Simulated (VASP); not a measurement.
Os:

```
Os
1.0
     2.73410    0.00000    0.00000
    -1.36705    2.36780    0.00000
     0.00000    0.00000    4.31970
Os
2
Direct
  0.66667 0.33333 0.75000
  0.33333 0.66667 0.25000
```

Base run:

| Quantity | Value |
| --- | --- |
| Program | VASP 6.6.1 |
| Functional | r2SCAN |
| Dispersion | D3(BJ) |
| Potentials or basis | VASP PAW PBE potentials, release 64 (Os_sv_GW) |
| Cutoff | 620 eV |
| k mesh | 11 × 11 × 6 |
| Occupations | fermi-dirac, width 0.05 eV |
| Spin | no spin polarisation |

Its results: band gap on the k mesh zero (bands 16 and 17 overlap by 4.07 eV); pressure -3.3 GPa.

Q: The run is repeated on the same cell with these changes: functional from r2SCAN to BLYP; dispersion from D3(BJ) to D4; cutoff from 620 eV to 560 eV. What comes out?

A: Band gap on the k mesh zero (bands 16 and 17 overlap by 3.90 eV); pressure 11.1 GPa.

Several settings changed at once.

Caveats: the PAW data sets were made with another functional, which shifts forces and pressure a little; spin-orbit coupling is left out, which moves the levels of the heavy elements; the cell stands under tension (at least some runs); the cell stands under pressure (at least some runs); the dispersion term is far too large for a dense solid, which distorts pressure and volume (at least some runs).
